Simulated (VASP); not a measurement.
# Mg8TeS7 (a cell with a defect) in VASP: single point with PBEsol

Aim: the single point of Mg8TeS7 (a cell with a defect) with PBEsol.

Everything below comes from runs of VASP 6.6.1. Logs are shortened: lines on timing, memory, paths and dates and some standing lists are left out, and cuts for length are marked.

## 1. The cell of the first run

The cell holds a defect, 16 atoms: a = 7.359 Å, b = 7.359 Å, c = 7.359 Å, α = 60.00°, β = 60.00°, γ = 60.00°.

## 2. Single point, PBEsol

Input file INCAR:

```
SYSTEM = Mg8TeS7
  PREC = Accurate
  ENCUT = 520
  EDIFF = 1E-6
  ISMEAR = -1
  SIGMA = 0.02
  LREAL = .False.
  LASPH = .True.
  NELM = 120
  ALGO = Normal
  ISIF = 2
  LWAVE = .False.
  LCHARG = .False.
  GGA = PS
  NBANDS = 46
  NELECT = 66.0
  GGA_COMPAT = .False.
```

Input file KPOINTS:

```
regular mesh
0
Gamma
  2 2 2
  0 0 0
```

Input file POSCAR:

```
Mg8TeS7
1.0
    0.0000000000      5.2033000000      5.2033000000
    5.2033000000      0.0000000000      5.2033000000
    5.2033000000      5.2033000000      0.0000000000
Mg Te S
8 1 7
Direct
    0.0000000000      0.0000000000      0.0000000000
    0.0000000000      0.0000000000      0.5000000000
    0.0000000000      0.5000000000      0.0000000000
    0.0000000000      0.5000000000      0.5000000000
    0.5000000000      0.0000000000      0.0000000000
    0.5000000000      0.0000000000      0.5000000000
    0.5000000000      0.5000000000      0.0000000000
    0.5000000000      0.5000000000      0.5000000000
    0.2500000000      0.2500000000      0.2500000000
    0.2500000000      0.2500000000      0.7500000000
    0.2500000000      0.7500000000      0.2500000000
    0.2500000000      0.7500000000      0.7500000000
    0.7500000000      0.2500000000      0.2500000000
    0.7500000000      0.2500000000      0.7500000000
    0.7500000000      0.7500000000      0.2500000000
    0.7500000000      0.7500000000      0.7500000000
```

Potentials or basis: VASP PAW PBE potentials, release 64 (Mg, Te, S).

Command:

```console
cat potpaw_PBE.64/Mg/POTCAR potpaw_PBE.64/Te/POTCAR potpaw_PBE.64/S/POTCAR > POTCAR
mpirun -np 1 vasp_std > vasp.out
```

OUTCAR:

```text
SYSTEM = Mg8TeS7
   PREC = Accurate
   ENCUT = 520
   EDIFF = 1E-6
   ISMEAR = -1
   LREAL = .False.
   LASPH = .True.
   NELM = 120
   ISIF = 2
   GGA = PS
   NELECT = 66.0

 ion  position               nearest neighbor table
   1  0.000  0.000  0.000-  10 2.60  11 2.60  12 2.60  13 2.60  14 2.60  15 2.60
   2  0.000  0.000  0.500-   9 2.60  11 2.60  12 2.60  13 2.60  14 2.60  16 2.60
   3  0.000  0.500  0.000-   9 2.60  10 2.60  12 2.60  13 2.60  15 2.60  16 2.60
   4  0.000  0.500  0.500-   9 2.60  10 2.60  11 2.60  14 2.60  15 2.60  16 2.60
   5  0.500  0.000  0.000-   9 2.60  10 2.60  11 2.60  14 2.60  15 2.60  16 2.60
   6  0.500  0.000  0.500-   9 2.60  10 2.60  12 2.60  13 2.60  15 2.60  16 2.60
[... 8 lines left out ...]
  15  0.750  0.750  0.250-   1 2.60   3 2.60   4 2.60   5 2.60   6 2.60   8 2.60
  16  0.750  0.750  0.750-   2 2.60   3 2.60   4 2.60   5 2.60   6 2.60   7 2.60

  LATTYP: Found a face centered cubic cell.
 ALAT       =    10.4066000000

  Lattice vectors:

 A1 = (   0.0000000000,   5.2033000000,   5.2033000000)
 A2 = (   5.2033000000,   0.0000000000,   5.2033000000)
 A3 = (   5.2033000000,   5.2033000000,   0.0000000000)

Analysis of symmetry for initial positions (statically):
=====================================================================
 Subroutine PRICEL returns:
 Original cell was already a primitive cell.

 Routine SETGRP: Setting up the symmetry group for a
 face centered cubic supercell.

 Subroutine GETGRP returns: Found 48 space group operations
 (whereof 24 operations were pure point group operations)
 out of a pool of 48 trial point group operations.

The static configuration has the point symmetry T_d .
 The point group associated with its full space group is O_h .

Analysis of symmetry for dynamics (positions and initial velocities):
=====================================================================
 Subroutine PRICEL returns:
 Original cell was already a primitive cell.

 Routine SETGRP: Setting up the symmetry group for a
 face centered cubic supercell.

 Subroutine GETGRP returns: Found 48 space group operations
 (whereof 24 operations were pure point group operations)
 out of a pool of 48 trial point group operations.

The dynamic configuration has the point symmetry T_d .
 The point group associated with its full space group is O_h .

 Subroutine INISYM returns: Found 48 space group operations
 (whereof 24 operations are pure point group operations),
 and found     1 'primitive' translations

----------------------------------------------------------------------------------------

                                     Primitive cell

  volume of cell :     281.7517

  direct lattice vectors                    reciprocal lattice vectors
     0.000000000  5.203300000  5.203300000    -0.096092864  0.096092864  0.096092864
     5.203300000  0.000000000  5.203300000     0.096092864 -0.096092864  0.096092864
     5.203300000  5.203300000  0.000000000     0.096092864  0.096092864 -0.096092864

  length of vectors
     7.358577429  7.358577429  7.358577429     0.166437723  0.166437723  0.166437723

  position of ions in fractional coordinates (direct lattice)
     0.000000000  0.000000000  0.000000000
     0.000000000  0.000000000  0.500000000
     0.000000000  0.500000000  0.000000000
     0.000000000  0.500000000  0.500000000
     0.500000000  0.000000000  0.000000000
     0.500000000  0.000000000  0.500000000
[... 8 lines left out ...]
     0.750000000  0.750000000  0.250000000
     0.750000000  0.750000000  0.750000000

  ion indices of the primitive-cell ions
   primitive index   ion index
                 1           1
                 2           2
                 3           3
                 4           4
                 5           5
                 6           6
[... 8 lines left out ...]
                15          15
                16          16

----------------------------------------------------------------------------------------

 KPOINTS: regular mesh

Automatic generation of k-mesh.
 Grid dimensions read from file:
 generate k-points for:    2    2    2

 Generating k-lattice:

  Cartesian coordinates                     Fractional coordinates (reciprocal lattice)
    -0.048046432  0.048046432  0.048046432     0.500000000  0.000000000  0.000000000
     0.048046432 -0.048046432  0.048046432     0.000000000  0.500000000  0.000000000
     0.048046432  0.048046432 -0.048046432     0.000000000  0.000000000  0.500000000

  Length of vectors
     0.083218861  0.083218861  0.083218861

  Shift w.r.t. Gamma in fractional coordinates (k-lattice)
     0.000000000  0.000000000  0.000000000

 Subroutine IBZKPT returns following result:
 ===========================================

 Found      3 irreducible k-points:

 Following reciprocal coordinates:
            Coordinates               Weight
  0.000000  0.000000  0.000000      1.000000
  0.500000  0.000000  0.000000      4.000000
  0.500000  0.500000  0.000000      3.000000
   k-points           NKPTS =      3   k-points in BZ     NKDIM =      3   number of bands    NBANDS=     46
   number of dos      NEDOS =    301   number of ions     NIONS =     16
   total plane-waves  NPLWV = 175616
   dimension x,y,z NGX =    56 NGY =   56 NGZ =   56
   dimension x,y,z NGXF=   112 NGYF=  112 NGZF=  112
   ions per type =               8   1   7
   NGX,Y,Z   is equivalent  to a cutoff of  12.65, 12.65, 12.65 a.u.
   NGXF,Y,Z  is equivalent  to a cutoff of  25.30, 25.30, 25.30 a.u.
 SYSTEM =  Mg8TeS7
   PREC   = accura    normal or accurate (medium, high low for compatibility)
   ISTART =      0    job   : 0-new  1-cont  2-samecut
   ICHARG =      2    charge: 1-file 2-atom 10-const
   ISPIN  =      1    spin polarized calculation?
   LNONCOLLINEAR =      F non collinear calculations
   LSORBIT =      F    spin-orbit coupling
   LASPH  =      T    aspherical Exc in radial PAW
   ENCUT  =  520.0 eV  38.22 Ry    6.18 a.u.  13.68 13.68 13.68*2*pi/ulx,y,z
   NELM   =    120;   NELMIN=  2; NELMDL= -5     # of ELM steps
   EDIFF  = 0.1E-05   stopping-criterion for ELM
   LREAL  =      F    real-space projection
[... 7 lines left out ...]
   TEBEG  =    0.0;   TEEND  =   0.0 temperature during run
   PSTRESS=    0.0 pullay stress
   NELECT =      66.0000    total number of electrons
   NUPDOWN=      -1.0000    fix difference up-down
   EMIN   =  10.00;   EMAX   =-10.00  energy-range for DOS
   EFERMI =   0.00;   METHOD = LEGACY
   ISMEAR =    -1;   SIGMA  =   0.02  broadening in eV -4-tet -1-fermi 0-gaus
   EFERMI_NEDOS =   21; number of points for ismear=-14 and -15
   IALGO  =     38    algorithm
   IMIX   =      4    mixing-type and parameters
     AMIX     =   0.40;   BMIX     =  1.00
     AMIX_MAG =   1.60;   BMIX_MAG =  1.00
  volume/ion in A,a.u.               =      17.61       118.83
  Fermi-wavevector in a.u.,A,eV,Ry     =   1.009177  1.907068 13.856689  1.018438
  Thomas-Fermi vector in A             =   2.142089
   LORBIT       =      0    0 simple, 1 ext, 2 COOP (PROOUT), +10 PAW based schemes
   GGA     = PS    functional components
   LHFCALC =     F    Hartree Fock is set to
   AEXX    =    0.0000 exact exchange contribution
   IVDW    =     0    specifies the selected vdW correction
   LEPSILON=     F    determine dielectric tensor
   LRPA    =     F    only Hartree local field effects (RPA)
 non-spin polarized calculation
  energy-cutoff  :      520.00
  volume of cell :      281.75
 maximum number of plane-waves:      7640
 NGX is ok and might be reduce to    56
   NGX = 27   NGY = 27   NGZ = 27

 number of electron      65.9999998 magnetization

 Free energy of the ion-electron system (eV)
  ---------------------------------------------------
  ext. energy  EPLUGINS =         0.00000000
  ---------------------------------------------------
  free energy    TOTEN  =       -53.36511769 eV

  energy without entropy =      -53.34111260  energy(sigma->0) =      -53.35311514

 E-fermi :   8.0961     XC(G=0): -10.1119

 val. band max:        8.0571202190   @ k =   0.0000   0.0000   0.0000
 cond. band min:       8.1275674282   @ k =   0.5000   0.0000   0.0000
 fundamental gap:      0.0704472092
 Fermi energy:         8.0960969233

 k-point     1 :       0.0000    0.0000    0.0000
  band No.  band energies     occupation
      1      -8.6067      2.00000
      2      -7.2464      2.00000
      3      -7.2464      2.00000
      4      -7.2464      2.00000
      5      -7.1955      2.00000
      6      -6.8598      2.00000
[... 37 lines left out ...]
     44      10.6961      0.00000
     45      10.6961      0.00000

 k-point     2 :       0.5000    0.0000    0.0000
  band No.  band energies     occupation
      1      -8.0607      2.00000
      2      -7.9655      2.00000
      3      -7.1715      2.00000
      4      -7.0794      2.00000
      5      -7.0794      2.00000
      6      -7.0761      2.00000
[... 37 lines left out ...]
     44      10.6807      0.00000
     45      10.6807      0.00000

 k-point     3 :       0.5000    0.5000    0.0000
  band No.  band energies     occupation
      1      -7.8493      2.00000
      2      -7.8303      2.00000
      3      -7.3317      2.00000
      4      -7.3317      2.00000
      5      -7.3251      2.00000
      6      -7.1679      2.00000
[... 37 lines left out ...]
     44      11.6507      0.00000
     45      11.6693      0.00000
 [bands above 45 left out]

------------------------ aborting loop because EDIFF is reached ----------------------------------------

  FORCE on cell =-STRESS in cart. coord.  units (eV):
  Direction    XX          YY          ZZ          XY          YZ          ZX
  --------------------------------------------------------------------------------------
  -------------------------------------------------------------------------------------
  Total       29.3427601     29.3427601     29.3427601      0.0000000     -0.0000000      0.0000000
  in kB      166.8572001    166.8572001    166.8572001      0.0000000     -0.0000000      0.0000000
  external PRESSURE =     166.8572001 kB  Pullay stress =       0.0000000 kB

 VOLUME and BASIS-vectors are now :
 -----------------------------------------------------------------------------
  energy-cutoff  :      520.00
  volume of cell :      281.75
      direct lattice vectors                 reciprocal lattice vectors
     0.000000000  5.203300000  5.203300000    -0.096092864  0.096092864  0.096092864
     5.203300000  0.000000000  5.203300000     0.096092864 -0.096092864  0.096092864
     5.203300000  5.203300000  0.000000000     0.096092864  0.096092864 -0.096092864

 POSITION                                       TOTAL-FORCE (eV/Angst)
 -----------------------------------------------------------------------------------
      0.00000      0.00000      0.00000        -0.000000     -0.000000     -0.000000
      2.60165      2.60165      0.00000        -0.000000     -0.000000     -1.117486
      2.60165      0.00000      2.60165        -0.000000     -1.117486     -0.000000
      5.20330      2.60165      2.60165         1.117486     -0.000000     -0.000000
      0.00000      2.60165      2.60165        -1.117486     -0.000000     -0.000000
      2.60165      5.20330      2.60165        -0.000000      1.117486     -0.000000
[... 8 lines left out ...]
      5.20330      5.20330      7.80495        -0.000000     -0.000000     -0.000000
      7.80495      7.80495      7.80495        -0.000000     -0.000000     -0.000000
 -----------------------------------------------------------------------------------
    total drift:                               -0.000000     -0.000000     -0.000000

  FREE ENERGIE OF THE ION-ELECTRON SYSTEM (eV)
  ---------------------------------------------------
  free  energy   TOTEN  =       -53.3651176888 eV

  energy  without entropy=      -53.3411125968  energy(sigma->0) =      -53.35311514
```

It took 2.9 min on 1 thread of Intel Xeon 8259CL, shared host; peak memory 0.43 GiB.

What came out:

```
Free energy   : -53.3651 eV
Largest force : 1.117 eV/Å
```

Forces in eV/Å, atoms in the order of the input:
```
Mg   0.000  0.000  0.000
Mg   0.000  0.000 -1.117
Mg   0.000 -1.117  0.000
Mg   1.117  0.000  0.000
Mg  -1.117  0.000  0.000
Mg   0.000  1.117  0.000
Mg   0.000  0.000  1.117
Mg   0.000  0.000  0.000
Te   0.000  0.000  0.000
S    0.000  0.000  0.000
S    0.000  0.000  0.000
S    0.000  0.000  0.000
S    0.000  0.000  0.000
S    0.000  0.000  0.000
S    0.000  0.000  0.000
S    0.000  0.000  0.000
```

Levels at points of the mesh, in eV from the Fermi level:
```tsv
k point	band 30	band 31	band 32	band 33	band 34	band 35
(0.00, 0.00, 0.00)	-3.61	-3.61	-3.61	-1.50	-1.50	-1.29
(0.50, 0.00, 0.00)	-4.35	-3.90	-3.90	0.03	0.03	0.21
(0.50, 0.50, 0.00)	-4.64	-4.26	-4.26	0.89	0.89	1.07
```

Caveat: the k points lie up to 0.52 Å⁻¹ apart, too coarse for converged energies and pressures of a metal; the cell carries a net charge on a neutralising background, which shifts energy and pressure; the cell is charged against a uniform background, so pressure and absolute levels hang on convention; the PAW data sets were made with another functional, which shifts forces and pressure a little; spin-orbit coupling is left out, which moves the levels of the heavy elements.
